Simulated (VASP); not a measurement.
Input of a VASP 6.6.1 run:

The input POSCAR:

```
Se
1.0
    2.8143017337      0.0000000000      0.0000000000
    0.0000000000      2.8143017337      0.0000000000
    0.0000000000      0.0000000000      2.8143017337
Se
1
Direct
    0.0000000000      0.0000000000      0.0000000000
```

File INCAR.step1:

```
PREC     = Accurate       # precision mode
ENCUT    = 520            # plane-wave cutoff, eV
ISMEAR   = -1             # smearing method
SIGMA    = 0.1            # smearing width, eV
LREAL    = False          # projectors in reciprocal space
LASPH    = True           # aspherical terms in the spheres
NELM     = 150            # most SCF steps
LNONCOLLINEAR= True           # non-collinear magnetism
MAGMOM   = 0 0 0          # initial moments
LSORBIT  = True           # spin-orbit coupling
GGA_COMPAT= False        
NBANDS   = 17             # bands
GGA      = PE             # functional
ALGO     = Normal         # electronic algorithm
EDIFF    = 1E-4           # SCF threshold, eV
LWAVE    = True           # write WAVECAR
LCHARG   = False          # write CHGCAR
```

Contents of INCAR.step2:

```
PREC     = Accurate       # precision mode
ENCUT    = 520            # plane-wave cutoff, eV
EDIFF    = 1E-7           # SCF threshold, eV
ISMEAR   = -1             # smearing method
SIGMA    = 0.1            # smearing width, eV
LREAL    = False          # projectors in reciprocal space
LASPH    = True           # aspherical terms in the spheres
NELM     = 150            # most SCF steps
ALGO     = Normal         # electronic algorithm
ISIF     = 2              # what is computed and relaxed
LWAVE    = False          # write WAVECAR
LCHARG   = False          # write CHGCAR
LNONCOLLINEAR= True           # non-collinear magnetism
MAGMOM   = 0 0 0          # initial moments
LORBIT   = 11             # projections on sites
LSORBIT  = True           # spin-orbit coupling
GGA_COMPAT= False        
LORBMOM  = True         
METAGGA  = R2SCAN         # meta-GGA
LMIXTAU  = True         
NBANDS   = 17             # bands
ISTART   = 1
```

Contents of KPOINTS:

```
Automatic mesh
0
Gamma
  11 11 11
```

Potentials or basis: VASP PAW PBE potentials, release 64 (Se).

The run is started by

```bash
$ cat potpaw_PBE.64/Se/POTCAR > POTCAR
$ cp INCAR.step1 INCAR
$ mpirun -np 1 vasp_ncl > vasp.out
$ cp INCAR.step2 INCAR
$ mpirun -np 1 vasp_ncl > vasp.out
```

(1) Predict the pressure.

(2) Predict the net moment.

Answers

(1) 0.0 GPa.

(2) 0.00 μB per cell.

Caveat: the PAW data sets were made with another functional, which shifts forces and pressure a little.
